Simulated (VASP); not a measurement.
A run of VASP 6.6.1:

The input POSCAR:

```
AlFe
1.0
    2.8213465331      0.0000000000      0.0000000000
    0.0000000000      2.8213465331      0.0000000000
    0.0000000000      0.0000000000      2.8213465331
Fe Al
1 1
Direct
    0.0000000000      0.0000000000      0.0000000000
    0.5000000000      0.5000000000      0.5000000000
```

File INCAR.step1:

```
PREC = Accurate
ENCUT = 520
EDIFF = 1E-5
ISMEAR = -1
SIGMA = 0.1
LREAL = False
LASPH = True
NELM = 60
ALGO = Normal
ISIF = 2
LWAVE = True
LCHARG = False
GGA = PE
NBANDS = 12
```

The input INCAR.step2:

```
PREC = Accurate
ENCUT = 520
EDIFF = 1E-6
ISMEAR = -1
SIGMA = 0.1
LREAL = False
LASPH = True
NELM = 60
ALGO = Normal
ISIF = 2
LWAVE = False
LCHARG = False
GGA = PE
LHFCALC = True
HFSCREEN = 0.2079
PRECFOCK = Normal
ISTART = 1
NBANDS = 12
```

File KPOINTS:

```
Automatic mesh
0
Gamma
  4 4 4
```

Potentials or basis: VASP PAW PBE potentials, release 64 (Fe, Al).

Launch:

```bash
$ cat potpaw_PBE.64/Fe/POTCAR potpaw_PBE.64/Al/POTCAR > POTCAR
$ cp INCAR.step1 INCAR
$ mpirun -np 1 vasp_std > vasp.out
$ cp INCAR.step2 INCAR
$ mpirun -np 1 vasp_std > vasp.out
```

Hardware: 1 thread of AMD EPYC 7R43 64-Core Processor (Zen 3) (shared host).

Task: How long does it take, and how much memory?

Result: It took 2.5 min on 1 thread of AMD EPYC 7R43 64-Core Processor (Zen 3) (shared host), peak memory 0.2 GiB. Counts: k points 10.
